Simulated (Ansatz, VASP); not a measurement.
**Two plane-wave programs on CuF**

Contents of INCAR:

```
PREC = Accurate
ENCUT = 520
EDIFF = 1E-6
ISMEAR = 0
SIGMA = 0.05
LREAL = F
LASPH = T
NELM = 100
ALGO = Normal
ISIF = 2
LWAVE = F
LCHARG = F
GGA = PE
NBANDS = 26
```

File KPOINTS:

```
regular mesh
0
Gamma
  9 9 4
```

File POSCAR:

```
CuF
1.0
    2.7625361970      0.0000000000      0.0000000000
   -1.3812680985      2.3924265254      0.0000000000
    0.0000000000      0.0000000000      6.4019833364
Cu F
2 2
Direct
    0.0000000000      0.0000000000      0.0000000000
    0.0000000000      0.0000000000      0.5000000000
    0.3333333333      0.6666666667      0.2500000000
    0.6666666667      0.3333333333      0.7500000000
```

Input for Ansatz:

```yaml
crystal:
  lattice:
    - [2.762536197, 0.0, 0.0]
    - [-1.3812680985, 2.3924265254, 0.0]
    - [0.0, 0.0, 6.4019833364]
  atoms:
    - { symbol: Cu, position: [0.0, 0.0, 0.0] }
    - { symbol: Cu, position: [0.0, 0.0, 0.5] }
    - { symbol: F, position: [0.3333333333, 0.6666666667, 0.25] }
    - { symbol: F, position: [0.6666666667, 0.3333333333, 0.75] }
kpoints:
  mp_grid: { grid: [9, 9, 4] }
hamiltonian:
  xc: pbe
scf:
  occupations: { method: gaussian, width: 0.05 }
  n_extra_bands: 5
output:
  forces: true
  stress: true
  eigenvalues: true
```

Alike in both runs: task single point; functional PBE; k mesh 9 × 9 × 4; occupations gaussian, width 0.05 eV; no spin polarisation.

```csv
,VASP,Ansatz
version,VASP 6.6.1,Ansatz 0.2.0
potentials or method,"VASP PAW PBE potentials, release 64 (Cu, F)",plane waves
plane-wave cutoff (eV),520,420
valence electrons in the cell,36,52
```

VASP gave:

| Quantity | Value |
| --- | --- |
| pressure (GPa) | 6.2 |
| traceless stress, the component that is largest in VASP (GPa) | 1.95 |

**Question.** Estimate Ansatz's values.

**Answer.** Pressure (GPa): 6.3; traceless stress, the component that is largest in VASP (GPa): 1.95.

The functional is the same, so the differences come from potentials, cutoffs and numerics. VASP's potentials hold 36 valence electrons a cell and Ansatz's 52, so a difference there can come from the potentials and not from the codes.
